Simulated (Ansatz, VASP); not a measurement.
**LiF in VASP and in Ansatz**

Contents of INCAR:

```
PREC = Accurate
ENCUT = 520
EDIFF = 1E-6
ISMEAR = 0
SIGMA = 0.05
LREAL = False
LASPH = True
NELM = 100
ALGO = Normal
ISIF = 2
LWAVE = False
LCHARG = True
GGA = CA
LELF = True
LVHAR = True
NBANDS = 12
```

File KPOINTS:

```
Automatic mesh
0
Gamma
  10 10 10
```

POSCAR

```
LiF
1.0
    2.4955446750      0.0000000000      0.0000000000
    0.0000000000      2.4955446750      0.0000000000
    0.0000000000      0.0000000000      2.4315563500
Li F
1 1
Direct
    0.0000000000      0.0000000000      0.0000000000
    0.5000000000      0.5000000000      0.5000000000
```

Input for Ansatz:

```yaml
crystal:
  lattice:
    - [2.495544675, 0.0, 0.0]
    - [0.0, 2.495544675, 0.0]
    - [0.0, 0.0, 2.43155635]
  atoms:
    - { symbol: Li, position: [0.0, 0.0, 0.0] }
    - { symbol: F, position: [0.5, 0.5, 0.5] }
basis:
  ecutwfc: 420
kpoints:
  mp_grid: { grid: [10, 10, 10] }
hamiltonian:
  xc: lda
scf:
  occupations: { method: gaussian, width: 0.05 }
output:
  forces: true
  stress: true
  eigenvalues: true
```

Change from the starting cell: strain -0.025 along x and y, -0.050 along z, atoms carried along.

Alike in both runs: task single point; functional LDA; k mesh 10 × 10 × 10; occupations gaussian, width 0.05 eV; no spin polarisation.

|  | VASP | Ansatz |
| --- | --- | --- |
| version | VASP 6.6.1 | Ansatz 0.2.0 |
| potentials or method | VASP PAW LDA potentials, release 64 (Li_sv, F), cutoff 520 eV | scalar-relativistic, plane waves, PAW |
| valence electrons in the cell | 10 | 10 |

|  | VASP | Ansatz | Ansatz less VASP |
| --- | --- | --- | --- |
| gap on the k mesh at the Fermi level (eV) | 8.05 | 8.06 | +0.003 |
| least direct gap on the mesh (eV) | 8.77 | 8.77 | -0.001 |

LDA's correlation is that of Perdew and Zunger in VASP and of Perdew and Wang (1992) in Ansatz.

Noted on VASP's run: the cutoff is short for stress, so the pressure is rough.
